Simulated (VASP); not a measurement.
A run of VASP 6.6.1 is set up as follows.

File INCAR:

```
PREC = Accurate
ENCUT = 520
EDIFF = 1E-8
ISMEAR = -1
SIGMA = 0.15
LREAL = False
LASPH = True
NELM = 80
ALGO = Normal
ISIF = 2
LWAVE = False
LCHARG = False
GGA = PE
IBRION = 8
NSW = 1
```

KPOINTS

```
Automatic mesh
0
Gamma
  12 12 12
```

POSCAR

```
In2O
1.0
    0.0000000000      3.2040585966      3.2040585966
    3.2040585966      0.0000000000      3.2040585966
    3.2040585966      3.2040585966      0.0000000000
In O
2 1
Direct
    0.2500000000      0.2500000000      0.2500000000
    0.7500000000      0.7500000000      0.7500000000
    0.0000000000      0.0000000000      0.0000000000
```

Potentials or basis: VASP PAW PBE potentials, release 64 (In_d, O).

Command:

```bash
$ cat potpaw_PBE.64/In_d/POTCAR potpaw_PBE.64/O/POTCAR > POTCAR
$ mpirun -np 1 vasp_std > vasp.out
```

What does it give for the highest phonon frequency at Γ, LO-TO splitting left out?

98 cm⁻¹.

What does it give for the most unstable mode?

132i cm⁻¹.

Phonon frequencies in cm⁻¹ (negative: imaginary):
| q point | frequencies |
| --- | --- |
| (0.000, 0.000, 0.000) | -132 -132 -132 0 0 0 98 98 98 |

Caveat: some modes are imaginary.
